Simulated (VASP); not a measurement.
# HW12C12 in VASP: single point with PBE

Aim: the single point of HW12C12 with PBE.

Program: VASP 6.6.1. These are calculated values, not measurements. Logs are shortened: lines on timing, memory, paths and dates and some standing lists are left out, and cuts for length are marked.

## Step 1: The cell of the first run

The cell holds a slab with vacuum, 25 atoms: a = 5.764 Å, b = 5.764 Å, c = 19.060 Å, α = 90.00°, β = 90.00°, γ = 120.00°.

## Step 2: Single point, PBE

Input file INCAR:

```
SYSTEM = HW12C12
PREC = Accurate
ENCUT = 520
EDIFF = 1E-7
ISMEAR = -1
SIGMA = 0.15
LREAL = Auto
LASPH = .True.
NELM = 80
ALGO = Normal
ISIF = 2
LWAVE = .False.
LCHARG = .True.
GGA = PE
LELF = .True.
LVHAR = .True.
NBANDS = 126
```

Input file KPOINTS:

```
Automatic mesh
0
Gamma
  3 3 1
  0 0 0
```

Input file POSCAR:

```
HW12C12
1.0
    5.7641400000      0.0000000000      0.0000000000
   -2.8820700000      4.9918920000      0.0000000000
    0.0000000000      0.0000000000     19.0596750000
W C H
12 12 1
Direct
    0.0000000000      0.0000000000      0.0524667918
   -0.0004448201     -0.0002369843      0.2018283103
    0.0036010221      0.0017618570      0.3532359287
    0.0000000000      0.5000000000      0.0524667918
   -0.0007915167      0.4995897347      0.2022921692
   -0.0025918814      0.4986624310      0.3569493709
    0.5000000000      0.0000000000      0.0524667918
    0.4993370520     -0.0007117542      0.2019635697
    0.4997824101     -0.0012928966      0.3549592530
    0.5000000000      0.5000000000      0.0524667918
    0.4993367155      0.5000200325      0.2019632549
    0.4997799655      0.5010092366      0.3549578364
    0.3333333333      0.1666666667      0.1265464915
    0.3323451767      0.1661490273      0.2740437075
    0.3401416665      0.1700365312      0.4129617635
    0.3333333333      0.6666666667      0.1265464915
    0.3309294194      0.6654416802      0.2749882671
    0.3338925045      0.6669130662      0.4143515039
    0.8333333333      0.1666666667      0.1265464915
    0.8329834498      0.1667708356      0.2751705367
    0.8297090426      0.1582990978      0.4168119866
    0.8333333333      0.6666666667      0.1265464915
    0.8329828721      0.6661652536      0.2751701695
    0.8297092429      0.6713043872      0.4168082614
   -0.1444817880     -0.0722870206      0.4442117192
```

Potentials or basis: VASP PAW PBE potentials, release 64 (W_sv, C, H).

Command:

```
$ cat potpaw_PBE.64/W_sv/POTCAR potpaw_PBE.64/C/POTCAR potpaw_PBE.64/H/POTCAR > POTCAR
$ mpirun -np 1 vasp_std > vasp.out
```

OUTCAR:

```text
SYSTEM = HW12C12
   PREC = Accurate
   ENCUT = 520
   EDIFF = 1E-7
   ISMEAR = -1
   LREAL = Auto
   LASPH = .True.
   NELM = 80
   ISIF = 2
   GGA = PE

 ion  position               nearest neighbor table
   1  0.000  0.000  0.052-  13 2.18  19 2.18  22 2.18   2 2.85   7 2.88   7 2.88   4 2.88   4 2.88
                            10 2.88  10 2.88
   2  1.000  1.000  0.202-  14 2.16  20 2.17  23 2.17  22 2.20  19 2.20  13 2.20   1 2.85   8 2.88
                            11 2.88   5 2.88   5 2.88   8 2.88  11 2.88   3 2.89
   3  0.004  0.002  0.353-  25 1.88  15 2.03  21 2.05  24 2.05  14 2.23  23 2.24  20 2.24   9 2.87
                            12 2.87   6 2.88   6 2.88   2 2.89  12 2.90   9 2.90
   4  0.000  0.500  0.052-  16 2.18  22 2.18  19 2.18   5 2.86  10 2.88  10 2.88   7 2.88   1 2.88
                             1 2.88   7 2.88
   5  0.999  0.500  0.202-  17 2.16  23 2.17  20 2.17  19 2.20  22 2.20  16 2.21   4 2.86  11 2.88
                             8 2.88   2 2.88   2 2.88   8 2.88  11 2.88   6 2.95
   6  0.997  0.499  0.357-  18 2.00  24 2.05  21 2.05  20 2.27  23 2.27  17 2.28   9 2.88  12 2.88
                             3 2.88   3 2.88  12 2.89   9 2.89   5 2.95
   7  0.500  0.000  0.052-  19 2.18  13 2.18  16 2.18   8 2.85   1 2.88   1 2.88   4 2.88  10 2.88
                            10 2.88   4 2.88
   8  0.499  0.999  0.202-  14 2.16  17 2.17  20 2.17  16 2.20  13 2.20  19 2.20   7 2.85  11 2.88
                             5 2.88   2 2.88   2 2.88   5 2.88  11 2.89   9 2.92
   9  0.500  0.999  0.355-  15 1.99  18 2.01  21 2.03  20 2.25  17 2.26  14 2.27  12 2.87   3 2.87
[... 4 lines left out ...]
                             5 2.88   2 2.88   2 2.88   5 2.88   8 2.89  12 2.92
  12  0.500  0.501  0.355-  15 1.99  18 2.01  24 2.03  23 2.25  17 2.26  14 2.27   9 2.87   3 2.87
                             6 2.88   6 2.89   9 2.90   3 2.90  11 2.92
  13  0.333  0.167  0.127-   1 2.18   7 2.18  10 2.18   2 2.20  11 2.20   8 2.20
  14  0.332  0.166  0.274-   2 2.16   8 2.16  11 2.16   3 2.23  12 2.27   9 2.27
  15  0.340  0.170  0.413-   9 1.99  12 1.99   3 2.03
  16  0.333  0.667  0.127-   4 2.18  10 2.18   7 2.18   8 2.20  11 2.20   5 2.21
  17  0.331  0.665  0.275-   5 2.16  11 2.17   8 2.17   9 2.26  12 2.26   6 2.28
  18  0.334  0.667  0.414-   6 2.00   9 2.01  12 2.01
  19  0.833  0.167  0.127-   7 2.18   1 2.18   4 2.18   2 2.20   8 2.20   5 2.20
  20  0.833  0.167  0.275-   5 2.17   8 2.17   2 2.17   3 2.24   9 2.25   6 2.27
  21  0.830  0.158  0.417-   9 2.03   6 2.05   3 2.05
  22  0.833  0.667  0.127-  10 2.18   4 2.18   1 2.18   2 2.20  11 2.20   5 2.20
  23  0.833  0.666  0.275-   5 2.17  11 2.17   2 2.17   3 2.24  12 2.25   6 2.27
  24  0.830  0.671  0.417-  12 2.03   6 2.05   3 2.05
  25  0.856  0.928  0.444-   3 1.88

  LATTYP: Found a hexagonal cell.
 ALAT       =     5.7641400000
 C/A-ratio  =     3.3065947392

  Lattice vectors:

 A1 = (   5.7641400000,   0.0000000000,   0.0000000000)
 A2 = (  -2.8820700000,   4.9918920000,   0.0000000000)
 A3 = (   0.0000000000,   0.0000000000,  19.0596750000)

Analysis of symmetry for initial positions (statically):
=====================================================================
 Subroutine PRICEL returns:
 Original cell was already a primitive cell.

 Routine SETGRP: Setting up the symmetry group for a
 hexagonal supercell.

 Subroutine GETGRP returns: Found  1 space group operations
 (whereof  1 operations were pure point group operations)
 out of a pool of 24 trial point group operations.

The static configuration has the point symmetry C_1 .

Analysis of symmetry for dynamics (positions and initial velocities):
=====================================================================
 Subroutine PRICEL returns:
 Original cell was already a primitive cell.

 Routine SETGRP: Setting up the symmetry group for a
 hexagonal supercell.

 Subroutine GETGRP returns: Found  1 space group operations
 (whereof  1 operations were pure point group operations)
 out of a pool of 24 trial point group operations.

The dynamic configuration has the point symmetry C_1 .

 Subroutine INISYM returns: Found  1 space group operations
 (whereof  1 operations are pure point group operations),
 and found     1 'primitive' translations

----------------------------------------------------------------------------------------

                                     Primitive cell

  volume of cell :     548.4224

  direct lattice vectors                    reciprocal lattice vectors
     5.764140000  0.000000000  0.000000000     0.173486418  0.100162423  0.000000000
[... 62 lines left out ...]

 KPOINTS: Automatic mesh

Automatic generation of k-mesh.
 Grid dimensions read from file:
 generate k-points for:    3    3    1

 Generating k-lattice:

  Cartesian coordinates                     Fractional coordinates (reciprocal lattice)
     0.057828806  0.033387474  0.000000000     0.333333333  0.000000000  0.000000000
     0.000000000  0.066774949  0.000000000     0.000000000  0.333333333  0.000000000
     0.000000000  0.000000000  0.052466792     0.000000000  0.000000000  1.000000000

  Length of vectors
     0.066774952  0.066774949  0.052466792

  Shift w.r.t. Gamma in fractional coordinates (k-lattice)
     0.000000000  0.000000000  0.000000000

 Subroutine IBZKPT returns following result:
 ===========================================

 Found      5 irreducible k-points:

 Following reciprocal coordinates:
            Coordinates               Weight
  0.000000  0.000000  0.000000      1.000000
  0.333333  0.000000  0.000000      2.000000
  0.000000  0.333333  0.000000      2.000000
 -0.333333  0.333333  0.000000      2.000000
  0.333333  0.333333  0.000000      2.000000
   k-points           NKPTS =      5   k-points in BZ     NKDIM =      5   number of bands    NBANDS=    126
   number of dos      NEDOS =    301   number of ions     NIONS =     25
   total plane-waves  NPLWV = 331776
   dimension x,y,z NGX =    48 NGY =   48 NGZ =  144
   dimension x,y,z NGXF=    96 NGYF=   96 NGZF=  288
   ions per type =              12  12   1
   NGX,Y,Z   is equivalent  to a cutoff of  13.84, 13.84, 12.56 a.u.
   NGXF,Y,Z  is equivalent  to a cutoff of  27.69, 27.69, 25.12 a.u.
 SYSTEM =  HW12C12
   PREC   = accura    normal or accurate (medium, high low for compatibility)
   ISTART =      0    job   : 0-new  1-cont  2-samecut
   ICHARG =      2    charge: 1-file 2-atom 10-const
   ISPIN  =      1    spin polarized calculation?
   LNONCOLLINEAR =      F non collinear calculations
   LSORBIT =      F    spin-orbit coupling
   LASPH  =      T    aspherical Exc in radial PAW
   ENCUT  =  520.0 eV  38.22 Ry    6.18 a.u.  10.72 10.72 35.44*2*pi/ulx,y,z
   NELM   =     80;   NELMIN=  2; NELMDL= -5     # of ELM steps
   EDIFF  = 0.1E-06   stopping-criterion for ELM
   LREAL  =      T    real-space projection
   EDIFFG = 0.1E-05   stopping-criterion for IOM
   NSW    =      0    number of steps for IOM
   IBRION =     -1    ionic relax: 0-MD 1-quasi-New 2-CG
   NFREE  =      0    steps in history (QN), initial steepest desc. (CG)
   ISIF   =      2    stress and relaxation
   ISYM   =      2    0-nonsym 1-usesym 2-fastsym
   POTIM  = 0.5000    time-step for ionic-motion
   TEBEG  =    0.0;   TEEND  =   0.0 temperature during run
   PSTRESS=    0.0 pullay stress
   NELECT =     217.0000    total number of electrons
   NUPDOWN=      -1.0000    fix difference up-down
   EMIN   =  10.00;   EMAX   =-10.00  energy-range for DOS
   EFERMI =   0.00;   METHOD = LEGACY
   ISMEAR =    -1;   SIGMA  =   0.15  broadening in eV -4-tet -1-fermi 0-gaus
   EFERMI_NEDOS =   21; number of points for ismear=-14 and -15
   IALGO  =     38    algorithm
   IMIX   =      4    mixing-type and parameters
     AMIX     =   0.40;   BMIX     =  1.00
     AMIX_MAG =   1.60;   BMIX_MAG =  1.00
  volume/ion in A,a.u.               =      21.94       148.04
  Fermi-wavevector in a.u.,A,eV,Ry     =   1.201867  2.271199 19.653396  1.444484
  Thomas-Fermi vector in A             =   2.337664
   LORBIT       =      0    0 simple, 1 ext, 2 COOP (PROOUT), +10 PAW based schemes
   GGA     = PE    functional components
   LHFCALC =     F    Hartree Fock is set to
   AEXX    =    0.0000 exact exchange contribution
   IVDW    =     0    specifies the selected vdW correction
   LEPSILON=     F    determine dielectric tensor
   LRPA    =     F    only Hartree local field effects (RPA)
 non-spin polarized calculation
  energy-cutoff  :      520.00
  volume of cell :      548.42
 maximum number of plane-waves:     14819
 NGX is ok and might be reduce to    48
   NGX = 21   NGY = 21   NGZ = 71

 number of electron     216.9999977 magnetization

 Free energy of the ion-electron system (eV)
  ---------------------------------------------------
  ext. energy  EPLUGINS =         0.00000000
  ---------------------------------------------------
  free energy    TOTEN  =      -255.27422089 eV

  energy without entropy =     -254.77103895  energy(sigma->0) =     -255.02262992

 E-fermi :   2.3145     XC(G=0):  -7.3237

 val. band max:        2.2724714121   @ k =   0.3333   0.0000   0.0000
 cond. band min:       2.3430525271   @ k =   0.0000   0.3333   0.0000
 fundamental gap:      0.0705811149
 Fermi energy:         2.3144799932

 k-point     1 :       0.0000    0.0000    0.0000
  band No.  band energies     occupation
      1     -71.8431      2.00000
      2     -71.8311      2.00000
      3     -71.7755      2.00000
      4     -71.7689      2.00000
      5     -71.7660      2.00000
      6     -71.7595      2.00000
[... 604 lines left out ...]
    119       4.1565      0.00001
    120       4.2881      0.00000
 [bands above 120 left out]

------------------------ aborting loop because EDIFF is reached ----------------------------------------

  FORCE on cell =-STRESS in cart. coord.  units (eV):
  Direction    XX          YY          ZZ          XY          YZ          ZX
  --------------------------------------------------------------------------------------
  -------------------------------------------------------------------------------------
  Total       19.9263493     18.5375973     -2.2906840      1.2009979      0.1494174      0.2345466
  in kB       58.2134219     54.1562812     -6.6920714      3.5086306      0.4365124      0.6852112
  external PRESSURE =      35.2258772 kB  Pullay stress =       0.0000000 kB

 VOLUME and BASIS-vectors are now :
 -----------------------------------------------------------------------------
  energy-cutoff  :      520.00
  volume of cell :      548.42
      direct lattice vectors                 reciprocal lattice vectors
     5.764140000  0.000000000  0.000000000     0.173486418  0.100162423  0.000000000
    -2.882070000  4.991892000  0.000000000     0.000000000  0.200324847  0.000000000
     0.000000000  0.000000000 19.059675000     0.000000000  0.000000000  0.052466792

 POSITION                                       TOTAL-FORCE (eV/Angst)
 -----------------------------------------------------------------------------------
      0.00000      0.00000      1.00000        -0.009392     -0.005544      0.653296
      2.88019      4.99071      3.84678         0.003478      0.002262     -0.000333
      0.01568      0.00879      6.73256        -0.002627     -0.001360     -0.015894
     -1.44104      2.49595      1.00000        -0.005773     -0.003457      0.715204
      4.31973      2.49390      3.85562         0.003306      0.002062      0.001696
      4.31202      2.48927      6.80334        -0.003830     -0.001657     -0.020958
[... 17 lines left out ...]
      2.84781      3.35108      7.94423         0.003949     -0.005960      0.086875
      2.25759      4.63104      8.46653         0.003298      0.002536      0.009817
 -----------------------------------------------------------------------------------
    total drift:                               -0.009862     -0.006244      0.019685

  FREE ENERGIE OF THE ION-ELECTRON SYSTEM (eV)
  ---------------------------------------------------
  free  energy   TOTEN  =      -255.2742208893 eV

  energy  without entropy=     -254.7710389474  energy(sigma->0) =     -255.02262992
```

Run time: 32 min. Hardware: 1 thread of Intel Xeon Platinum 8488C (Sapphire Rapids), shared host; peak memory 0.79 GiB.

Results:

```
Free energy            : -255.2742 eV
Largest force          : 0.745 eV/Å
Band gap on the k mesh : zero (an odd number of electrons rules out a gap without spin polarisation)
```

Forces in eV/Å, atoms in the order of the input:
```
W   -0.009 -0.006  0.653
W    0.003  0.002  0.000
W   -0.003 -0.001 -0.016
W   -0.006 -0.003  0.715
W    0.003  0.002  0.002
W   -0.004 -0.002 -0.021
W    0.005 -0.005  0.647
W    0.005  0.002 -0.002
W    0.010  0.000 -0.039
W   -0.002  0.007  0.647
W    0.004  0.004 -0.002
W    0.005  0.009 -0.038
C    0.011  0.006 -0.745
C    0.004  0.002  0.010
C    0.006  0.003  0.094
C   -0.040 -0.024 -0.717
C    0.005  0.003  0.009
C    0.009  0.005  0.088
C   -0.019  0.015 -0.732
C    0.002  0.001 -0.003
C   -0.005  0.007  0.087
C    0.004 -0.025 -0.732
C    0.002  0.002 -0.002
C    0.004 -0.006  0.087
H    0.003  0.003  0.010
```

Caveat: the k points lie up to 0.42 Å⁻¹ apart, too coarse for converged energies and pressures of a metal; spin-orbit coupling is left out, which moves the levels of the heavy elements.
